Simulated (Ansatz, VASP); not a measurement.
## Zr3Si2F: VASP beside Ansatz

File INCAR:

```
SYSTEM = Zr3Si2F
PREC = Accurate
ENCUT = 600
EDIFF = 1E-6
ISMEAR = 0
SIGMA = 0.1
LREAL = .FALSE.
LASPH = .TRUE.
NELM = 100
ALGO = Normal
ISIF = 3
LWAVE = .FALSE.
LCHARG = .FALSE.
GGA = PE
IBRION = 2
NSW = 90
EDIFFG = -0.04
```

File KPOINTS:

```
regular mesh
0
G
  6 6 6
  0 0 0
```

File POSCAR:

```
Zr3Si2F
1.0
    2.5473121600      1.4706913600      4.1716668900
   -2.5473121600      1.4706913600      4.1716668900
    0.0000000000     -2.9413827300      4.1716668900
Zr Si F
3 2 1
Direct
    0.5000000000      0.0000000000      0.5000000000
    0.0000000000      0.5000000000      0.5000000000
    0.5000000000      0.5000000000      0.0000000000
    0.1240085700      0.1240085700      0.1240085700
    0.8759914300      0.8759914300      0.8759914300
    0.5000000000      0.5000000000      0.5000000000
```

Input for Ansatz:

```yaml
crystal:
  lattice:
    - [2.54731216, 1.47069136, 4.17166689]
    - [-2.54731216, 1.47069136, 4.17166689]
    - [0.0, -2.94138273, 4.17166689]
  atoms:
    - { symbol: Zr, position: [0.5, 0.0, 0.5] }
    - { symbol: Zr, position: [0.0, 0.5, 0.5] }
    - { symbol: Zr, position: [0.5, 0.5, 0.0] }
    - { symbol: Si, position: [0.12400857, 0.12400857, 0.12400857] }
    - { symbol: Si, position: [0.87599143, 0.87599143, 0.87599143] }
    - { symbol: F, position: [0.5, 0.5, 0.5] }
basis:
  ecutwfc: 420
kpoints:
  mp_grid: { grid: [6, 6, 6] }
hamiltonian:
  xc: pbe
scf:
  occupations: { method: gaussian, width: 0.1 }
  lower_state_search: "off"
output:
  forces: true
  stress: true
  eigenvalues: true
relax:
  adjacent_minimum: "off"
  f_tol: 0.04
  max_steps: 70
  cell: { stress_tol: 0.4 }
```

Change from the starting cell: species swapped into the Er2Al3Ga type (R-3m, No. 166).

Alike in both runs: task relaxation of cell and atoms; functional PBE; k mesh 6 × 6 × 6; occupations gaussian, width 0.1 eV; no spin polarisation.

|  | VASP | Ansatz |
| --- | --- | --- |
| version | VASP 6.6.1 | Ansatz 0.2.0 |
| potentials or method | VASP PAW PBE potentials, release 64 (Zr_sv, Si, F), cutoff 600 eV | scalar-relativistic, plane waves, PAW |
| valence electrons in the cell | 51 | 51 |

```tsv
	VASP	Ansatz	Ansatz less VASP
gap on the k mesh at the Fermi level, each at its own relaxed structure (eV)	none	none	-
relaxed volume (Å³/atom)	17.03	17.04	+0.013
relaxed length of the cell vector where the two differ most in proportion (Å)	4.777	4.778	+0.0004
```

A gap of «none» marks a metal or a gap that the smearing closes.
